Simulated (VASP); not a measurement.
# WS2 (P6_3/mmc) in VASP: single point with PBEsol

Aim: the single point of WS2 with PBEsol.

Program: VASP 6.6.1. These are calculated values, not measurements. Logs are shortened: lines on timing, memory, paths and dates and some standing lists are left out, and cuts for length are marked.

### 1 The cell of the first run

The structure is hexagonal, space group P6_3/mmc (No. 194). Conventional cell: a = 3.180 Å, b = 3.180 Å, c = 12.500 Å, α = 90.00°, β = 90.00°, γ = 120.00°. W (site symmetry -6m2) has 6 S at 2.45 Å and 6 W at 3.18 Å within 3.2 Å. S (site symmetry 3m) has 3 W at 2.45 Å and 7 S at 3.18 to 3.25 Å within 3.3 Å.

### 2 Single point, PBEsol

File INCAR:

```
SYSTEM = WS2
PREC = Accurate
ENCUT = 520
EDIFF = 1E-6
ISMEAR = 0
SIGMA = 0.05
LREAL = .FALSE.
LASPH = .TRUE.
NELM = 60
ALGO = Normal
ISIF = 2
LWAVE = .FALSE.
LCHARG = .TRUE.
GGA = PS
LELF = .TRUE.
LVHAR = .TRUE.
NBANDS = 35
```

File KPOINTS:

```
regular mesh
0
G
  12 12 4
  0 0 0
```

File POSCAR:

```
WS2
1.0
    3.1799996605      0.0000000000      0.0000000000
   -1.5899998303      2.7539604900      0.0000000000
    0.0000000000      0.0000000000     12.5000000000
W S
2 4
Direct
    0.3333333333      0.6666666667      0.2500000000
    0.6666666667      0.3333333333      0.7500000000
    0.3333333333      0.6666666667      0.6200000000
    0.6666666667      0.3333333333      0.1200000000
    0.3333333333      0.6666666667      0.8800000000
    0.6666666667      0.3333333333      0.3800000000
```

Potentials or basis: VASP PAW PBE potentials, release 64 (W_sv, S).

Command:

```
> cat potpaw_PBE.64/W_sv/POTCAR potpaw_PBE.64/S/POTCAR > POTCAR
> mpirun -np 1 vasp_std > vasp.out
```

OUTCAR:

```text
SYSTEM = WS2
   PREC = Accurate
   ENCUT = 520
   EDIFF = 1E-6
   ISMEAR = 0
   LREAL = .FALSE.
   LASPH = .TRUE.
   NELM = 60
   ISIF = 2
   GGA = PS

 ion  position               nearest neighbor table
   1  0.333  0.667  0.250-   4 2.45   6 2.45   4 2.45   6 2.45   4 2.45   6 2.45
   2  0.667  0.333  0.750-   3 2.45   5 2.45   3 2.45   5 2.45   3 2.45   5 2.45
   3  0.333  0.667  0.620-   2 2.45   2 2.45   2 2.45
   4  0.667  0.333  0.120-   1 2.45   1 2.45   1 2.45
   5  0.333  0.667  0.880-   2 2.45   2 2.45   2 2.45
   6  0.667  0.333  0.380-   1 2.45   1 2.45   1 2.45

  LATTYP: Found a hexagonal cell.
 ALAT       =     3.1799996605
 C/A-ratio  =     3.9308180297

  Lattice vectors:

 A1 = (   3.1799996605,   0.0000000000,   0.0000000000)
 A2 = (  -1.5899998303,   2.7539604900,   0.0000000000)
 A3 = (   0.0000000000,   0.0000000000,  12.5000000000)

Analysis of symmetry for initial positions (statically):
=====================================================================
 Subroutine PRICEL returns:
 Original cell was already a primitive cell.

 Routine SETGRP: Setting up the symmetry group for a
 hexagonal supercell.

 Subroutine GETGRP returns: Found 24 space group operations
 (whereof 12 operations were pure point group operations)
 out of a pool of 24 trial point group operations.

The static configuration has the point symmetry D_3d.
 The point group associated with its full space group is D_6h.

Analysis of symmetry for dynamics (positions and initial velocities):
=====================================================================
 Subroutine PRICEL returns:
 Original cell was already a primitive cell.

 Routine SETGRP: Setting up the symmetry group for a
 hexagonal supercell.

 Subroutine GETGRP returns: Found 24 space group operations
 (whereof 12 operations were pure point group operations)
 out of a pool of 24 trial point group operations.

The dynamic configuration has the point symmetry D_3d.
 The point group associated with its full space group is D_6h.

 Subroutine INISYM returns: Found 24 space group operations
 (whereof 12 operations are pure point group operations),
 and found     1 'primitive' translations

----------------------------------------------------------------------------------------

                                     Primitive cell

  volume of cell :     109.4699

  direct lattice vectors                    reciprocal lattice vectors
     3.179999661  0.000000000  0.000000000     0.314465442  0.181556708  0.000000000
    -1.589999830  2.753960490  0.000000000     0.000000000  0.363113416  0.000000000
     0.000000000  0.000000000 12.500000000     0.000000000  0.000000000  0.080000000

  length of vectors
     3.179999661  3.179999661 12.500000000     0.363113416  0.363113416  0.080000000

  position of ions in fractional coordinates (direct lattice)
     0.333333333  0.666666667  0.250000000
     0.666666667  0.333333333  0.750000000
     0.333333333  0.666666667  0.620000000
     0.666666667  0.333333333  0.120000000
     0.333333333  0.666666667  0.880000000
     0.666666667  0.333333333  0.380000000

  ion indices of the primitive-cell ions
   primitive index   ion index
                 1           1
                 2           2
                 3           3
                 4           4
                 5           5
                 6           6

----------------------------------------------------------------------------------------

 KPOINTS: regular mesh

Automatic generation of k-mesh.
 Grid dimensions read from file:
 generate k-points for:   12   12    4

 Generating k-lattice:

  Cartesian coordinates                     Fractional coordinates (reciprocal lattice)
     0.026205454  0.015129726  0.000000000     0.083333333  0.000000000  0.000000000
     0.000000000  0.030259451  0.000000000     0.000000000  0.083333333  0.000000000
     0.000000000  0.000000000  0.020000000     0.000000000  0.000000000  0.250000000

  Length of vectors
     0.030259451  0.030259451  0.020000000

  Shift w.r.t. Gamma in fractional coordinates (k-lattice)
     0.000000000  0.000000000  0.000000000

 Subroutine IBZKPT returns following result:
 ===========================================

 Found     57 irreducible k-points:

 Following reciprocal coordinates:
            Coordinates               Weight
  0.000000  0.000000  0.000000      1.000000
  0.083333 -0.000000  0.000000      6.000000
  0.166667 -0.000000  0.000000      6.000000
  0.250000 -0.000000  0.000000      6.000000
  0.333333 -0.000000  0.000000      6.000000
  0.416667  0.000000  0.000000      6.000000
[... 16 lines left out ...]
  0.250000 -0.000000  0.250000     12.000000
  0.333333 -0.000000  0.250000     12.000000
 [... further k-points ...]
   k-points           NKPTS =     57   k-points in BZ     NKDIM =     57   number of bands    NBANDS=     35
   number of dos      NEDOS =    301   number of ions     NIONS =      6
   total plane-waves  NPLWV =  55296
   dimension x,y,z NGX =    24 NGY =   24 NGZ =   96
   dimension x,y,z NGXF=    48 NGYF=   48 NGZF=  192
   ions per type =               2   4
   NGX,Y,Z   is equivalent  to a cutoff of  12.55, 12.55, 12.77 a.u.
   NGXF,Y,Z  is equivalent  to a cutoff of  25.09, 25.09, 25.54 a.u.
 SYSTEM =  WS2
   PREC   = accura    normal or accurate (medium, high low for compatibility)
   ISTART =      0    job   : 0-new  1-cont  2-samecut
   ICHARG =      2    charge: 1-file 2-atom 10-const
   ISPIN  =      1    spin polarized calculation?
   LNONCOLLINEAR =      F non collinear calculations
   LSORBIT =      F    spin-orbit coupling
   LASPH  =      T    aspherical Exc in radial PAW
   ENCUT  =  520.0 eV  38.22 Ry    6.18 a.u.   5.91  5.91 23.24*2*pi/ulx,y,z
   NELM   =     60;   NELMIN=  2; NELMDL= -5     # of ELM steps
   EDIFF  = 0.1E-05   stopping-criterion for ELM
   LREAL  =      F    real-space projection
[... 7 lines left out ...]
   TEBEG  =    0.0;   TEEND  =   0.0 temperature during run
   PSTRESS=    0.0 pullay stress
   NELECT =      52.0000    total number of electrons
   NUPDOWN=      -1.0000    fix difference up-down
   EMIN   =  10.00;   EMAX   =-10.00  energy-range for DOS
   EFERMI =   0.00;   METHOD = LEGACY
   ISMEAR =     0;   SIGMA  =   0.05  broadening in eV -4-tet -1-fermi 0-gaus
   EFERMI_NEDOS =   21; number of points for ismear=-14 and -15
   IALGO  =     38    algorithm
   IMIX   =      4    mixing-type and parameters
     AMIX     =   0.40;   BMIX     =  1.00
     AMIX_MAG =   1.60;   BMIX_MAG =  1.00
  volume/ion in A,a.u.               =      18.24       123.12
  Fermi-wavevector in a.u.,A,eV,Ry     =   1.277353  2.413848 22.199692  1.631631
  Thomas-Fermi vector in A             =   2.409958
   LORBIT       =      0    0 simple, 1 ext, 2 COOP (PROOUT), +10 PAW based schemes
   GGA     = PS    functional components
   LHFCALC =     F    Hartree Fock is set to
   AEXX    =    0.0000 exact exchange contribution
   IVDW    =     0    specifies the selected vdW correction
   LEPSILON=     F    determine dielectric tensor
   LRPA    =     F    only Hartree local field effects (RPA)
 non-spin polarized calculation
 Gauss-broadening in eV      SIGMA  =   0.05
  energy-cutoff  :      520.00
  volume of cell :      109.47
 maximum number of plane-waves:      2976
 NGX is ok and might be reduce to    24
   NGX = 11   NGY = 11   NGZ = 47

 number of electron      52.0000006 magnetization

 Free energy of the ion-electron system (eV)
  ---------------------------------------------------
  ext. energy  EPLUGINS =         0.00000000
  ---------------------------------------------------
  free energy    TOTEN  =       -50.34912568 eV

  energy without entropy =      -50.34912568  energy(sigma->0) =      -50.34912568

 E-fermi :   7.1540     XC(G=0): -11.0262

 val. band max:        6.8618168089   @ k =   0.0000   0.0000   0.0000
 cond. band min:       7.8269370362   @ k =   0.1667   0.1667   0.0000
 fundamental gap:      0.9651202272
 Fermi energy:         7.1539835810

 k-point     1 :       0.0000    0.0000    0.0000
  band No.  band energies     occupation
      1     -67.6171      2.00000
      2     -67.6170      2.00000
      3     -31.8375      2.00000
      4     -31.8375      2.00000
      5     -31.6660      2.00000
      6     -31.6660      2.00000
[... 27 lines left out ...]
     34       9.3817      0.00000
     35      11.5914      0.00000

 k-point     2 :       0.0833   -0.0000    0.0000
  band No.  band energies     occupation
      1     -67.6159      2.00000
      2     -67.6159      2.00000
      3     -31.8336      2.00000
      4     -31.8336      2.00000
      5     -31.6884      2.00000
      6     -31.6883      2.00000
[... 27 lines left out ...]
     34       9.4955      0.00000
     35      12.1152      0.00000

 k-point     3 :       0.1667   -0.0000    0.0000
  band No.  band energies     occupation
      1     -67.6129      2.00000
      2     -67.6128      2.00000
      3     -31.8229      2.00000
      4     -31.8229      2.00000
      5     -31.7489      2.00000
      6     -31.7489      2.00000
[... 27 lines left out ...]
     34       9.9814      0.00000
     35      13.0690      0.00000

 k-point     4 :       0.2500   -0.0000    0.0000
  band No.  band energies     occupation
      1     -67.6087      2.00000
      2     -67.6087      2.00000
      3     -31.8306      2.00000
      4     -31.8306      2.00000
      5     -31.8083      2.00000
      6     -31.8082      2.00000
[... 27 lines left out ...]
     34      10.4814      0.00000
     35      13.3933      0.00000

 k-point     5 :       0.3333   -0.0000    0.0000
  band No.  band energies     occupation
      1     -67.6046      2.00000
      2     -67.6046      2.00000
      3     -31.9112      2.00000
      4     -31.9112      2.00000
      5     -31.7935      2.00000
      6     -31.7935      2.00000
[... 638 lines left out ...]
 k-point    22 :       0.1667   -0.0000    0.2500
  band No.  band energies     occupation
      1     -67.6129      2.00000
      2     -67.6128      2.00000
      3     -31.8229      2.00000
      4     -31.8229      2.00000
      5     -31.7489      2.00000
      6     -31.7489      2.00000
[... 27 lines left out ...]
     34       9.9648      0.00000
     35      13.1241      0.00000

 k-point    23 :       0.2500   -0.0000    0.2500
  band No.  band energies     occupation
      1     -67.6087      2.00000
      2     -67.6087      2.00000
      3     -31.8306      2.00000
      4     -31.8306      2.00000
      5     -31.8082      2.00000
      6     -31.8082      2.00000
[... 27 lines left out ...]
     34      10.4478      0.00000
     35      13.3835      0.00000

 k-point    24 :       0.3333   -0.0000    0.2500
  band No.  band energies     occupation
      1     -67.6046      2.00000
      2     -67.6046      2.00000
      3     -31.9112      2.00000
      4     -31.9112      2.00000
      5     -31.7935      2.00000
      6     -31.7935      2.00000
[... 27 lines left out ...]
     34      10.7937      0.00000
     35      12.5546      0.00000

 [... further k-points ...]
[... 5 lines left out ...]
  --------------------------------------------------------------------------------------
  -------------------------------------------------------------------------------------
  Total       -4.8262578     -4.8262578     -7.8770002      0.0000000      0.0000000      0.0000000
  in kB      -70.6360347    -70.6360347   -115.2860204      0.0000000      0.0000000      0.0000000
  external PRESSURE =     -85.5193632 kB  Pullay stress =       0.0000000 kB

 VOLUME and BASIS-vectors are now :
 -----------------------------------------------------------------------------
  energy-cutoff  :      520.00
  volume of cell :      109.47
      direct lattice vectors                 reciprocal lattice vectors
     3.179999661  0.000000000  0.000000000     0.314465442  0.181556708  0.000000000
    -1.589999830  2.753960490  0.000000000     0.000000000  0.363113416  0.000000000
     0.000000000  0.000000000 12.500000000     0.000000000  0.000000000  0.080000000

 POSITION                                       TOTAL-FORCE (eV/Angst)
 -----------------------------------------------------------------------------------
     -0.00000      1.83597      3.12500        -0.000000      0.000000      0.000000
      1.59000      0.91799      9.37500        -0.000000     -0.000000      0.000000
     -0.00000      1.83597      7.75000         0.000000     -0.000000      1.284899
      1.59000      0.91799      1.50000         0.000000     -0.000000      1.284899
     -0.00000      1.83597     11.00000         0.000000      0.000000     -1.284899
      1.59000      0.91799      4.75000        -0.000000      0.000000     -1.284899
 -----------------------------------------------------------------------------------
    total drift:                               -0.000000      0.000000     -0.000000

  FREE ENERGIE OF THE ION-ELECTRON SYSTEM (eV)
  ---------------------------------------------------
  free  energy   TOTEN  =       -50.3491256832 eV

  energy  without entropy=      -50.3491256832  energy(sigma->0) =      -50.34912568
```

Wall time 5.2 min (1 thread of Intel Xeon 8259CL, shared host); peak memory 0.33 GiB.

Results:

```
Free energy            : -50.3491 eV
Pressure               : -8.6 GPa
Largest force          : 1.285 eV/Å
Band gap on the k mesh : 0.97 eV (least direct gap 1.86 eV)
```

Forces in eV/Å, atoms in the order of the input:
```
W    0.000  0.000  0.000
W    0.000  0.000  0.000
S    0.000  0.000  1.285
S    0.000  0.000  1.285
S    0.000  0.000 -1.285
S    0.000  0.000 -1.285
```

Levels at points of the mesh, in eV from the valence-band top:
```csv
k point,band 24,band 25,band 26,band 27,band 28,band 29
"(0.00, 0.00, 0.00)",-1.38,-1.17,0.00,2.33,2.33,2.40
"(0.50, 0.00, 0.00)",-1.52,-1.43,-1.34,2.44,2.48,2.58
"(0.00, 0.00, 0.50)",-1.81,-0.29,-0.29,2.37,2.37,2.37
"(0.50, 0.00, 0.50)",-1.55,-1.42,-1.42,2.46,2.46,2.79
```

Caveat: the cell stands under tension; the PAW data sets were made with another functional, which shifts forces and pressure a little; spin-orbit coupling is left out, which moves the levels of the heavy elements; this functional lacks dispersion, which binds layers or chains, so the pressure and a relaxed spacing across them are unreliable. A k mesh can miss the band edges.
